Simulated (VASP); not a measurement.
A run of VASP 6.6.1:

INCAR

```
SYSTEM = BAs
PREC = Accurate ; ENCUT = 520
EDIFF = 1E-6 ; ISMEAR = 0
SIGMA = 0.01 ; LREAL = .False.
LASPH = .True. ; NELM = 100
ALGO = Normal ; ISIF = 2
LWAVE = .False. ; LCHARG = .True.
GGA = PE ; LELF = .True.
LVHAR = .True. ; NBANDS = 11
```

File KPOINTS:

```
Automatic mesh
0
Gamma
  7 7 7
  0 0 0
```

The input POSCAR:

```
BAs
1.0
    0.0000000000      2.4199312360      2.4199312360
    2.4199312360      0.0000000000      2.4199312360
    2.4199312360      2.4199312360      0.0000000000
B As
1 1
Direct
    0.0000000000      0.0000000000      0.0000000000
    0.2500000000      0.2500000000      0.2500000000
```

Potentials or basis: VASP PAW PBE potentials, release 64 (B, As).

Command:

```sh
$ cat potpaw_PBE.64/B/POTCAR potpaw_PBE.64/As/POTCAR > POTCAR
$ mpirun -np 1 vasp_std > vasp.out
```

Hardware: 1 thread of AMD EPYC 7R43 64-Core Processor (Zen 3), with other jobs on the host.

How long does it take, and how much memory?

Run time: 7 s on 1 thread of AMD EPYC 7R43 64-Core Processor (Zen 3), with other jobs on the host, peak memory 0.12 GiB. Counts: scf iterations 12, k points 20.
